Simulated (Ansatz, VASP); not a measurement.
## One calculation of GaGe, two programs

INCAR

```
PREC     = Accurate       # precision mode
ENCUT    = 520            # plane-wave cutoff, eV
EDIFF    = 1E-6           # SCF threshold, eV
ISMEAR   = 0              # smearing method
SIGMA    = 0.15           # smearing width, eV
LREAL    = False          # projectors in reciprocal space
LASPH    = True           # aspherical terms in the spheres
NELM     = 80             # most SCF steps
ALGO     = Normal         # electronic algorithm
ISIF     = 2              # what is computed and relaxed
LWAVE    = False          # write WAVECAR
LCHARG   = False          # write CHGCAR
GGA      = PE             # functional
NBANDS   = 20             # bands
```

Contents of KPOINTS:

```
regular mesh
0
Gamma
  14 14 14
```

File POSCAR:

```
GaGe
1.0
    0.0000000000      2.8978440000      2.9847793200
    2.8978440000      0.0000000000      2.9847793200
    2.8978440000      2.8978440000      0.0000000000
Ga Ge
1 1
Direct
    0.7500000000      0.7500000000      0.7500000000
    0.0000000000      0.0000000000      0.0000000000
```

Input for Ansatz:

```yaml
crystal:
  lattice:
    - [0.0, 2.897844, 2.98477932]
    - [2.897844, 0.0, 2.98477932]
    - [2.897844, 2.897844, 0.0]
  atoms:
    - { symbol: Ga, position: [0.75, 0.75, 0.75] }
    - { symbol: Ge, position: [0.0, 0.0, 0.0] }
basis:
  ecutwfc: 420
kpoints:
  mp_grid: { grid: [14, 14, 14] }
hamiltonian:
  xc: pbe
scf:
  occupations: { method: gaussian, width: 0.15 }
output:
  forces: true
  stress: true
  eigenvalues: true
```

Change from the starting cell: strain +0.000 along x and y, +0.030 along z, atoms carried along.

Alike in both runs: task single point; functional PBE; k mesh 14 × 14 × 14; occupations gaussian, width 0.15 eV; no spin polarisation.

|  | VASP | Ansatz |
| --- | --- | --- |
| version | VASP 6.6.1 | Ansatz 0.2.0 |
| potentials or method | VASP PAW PBE potentials, release 64 (Ga_d, Ge_d), cutoff 520 eV | scalar-relativistic, plane waves, PAW |
| valence electrons in the cell | 27 | 27 |

```csv
,VASP,Ansatz,Ansatz less VASP
gap on the k mesh at the Fermi level (eV),none,none,-
pressure (GPa),-1.2,-1.3,-0.03
"traceless stress, the component that is largest in VASP (GPa)",0.05,0.05,-0.002
```

A gap of «none» marks a metal or a gap that the smearing closes.
